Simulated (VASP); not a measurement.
A run of VASP 6.6.1 is set up as follows.

INCAR

```
SYSTEM = SnO
PREC = Accurate
ENCUT = 520
EDIFF = 1E-6
ISMEAR = -1
SIGMA = 0.02
LREAL = .FALSE.
LASPH = .TRUE.
NELM = 60
ALGO = Normal
ISIF = 2
LWAVE = .FALSE.
LCHARG = .FALSE.
GGA = CA
NBANDS = 28
```

KPOINTS

```
Automatic mesh
0
G
  6 6 5
  0 0 0
```

POSCAR

```
SnO
1.0
    3.8020000000      0.0000000000      0.0000000000
    0.0000000000      3.8020000000      0.0000000000
    0.0000000000      0.0000000000      4.9327200000
Sn O
2 2
Direct
    0.0000000000      0.5000000000      0.2385000000
    0.5000000000      0.0000000000      0.7615000000
    0.0000000000      0.0000000000      0.0000000000
    0.5000000000      0.5000000000      0.0000000000
```

Potentials or basis: VASP PAW LDA potentials, release 64 (Sn_d, O).

Run with:

```sh
$ cat potpaw_LDA.64/Sn_d/POTCAR potpaw_LDA.64/O/POTCAR > POTCAR
$ mpirun -np 1 vasp_std > vasp.out
```

Q: Estimate the band gap on the k mesh.

A: 0.07 eV, indirect (least direct gap 2.01 eV).

Q: Estimate the largest force.

A: 0.522 eV/Å.

Q: Estimate the pressure.

A: -4.0 GPa.

Forces in eV/Å, atoms in the order of the input:
```
Sn   0.000  0.000 -0.522
Sn   0.000  0.000  0.522
O    0.000  0.000  0.000
O    0.000  0.000  0.000
```

Caveat: the cell differs from its parent crystal (zz strain of +2 %); spin-orbit coupling is left out, which moves the levels of the heavy elements. A k mesh can miss the band edges.
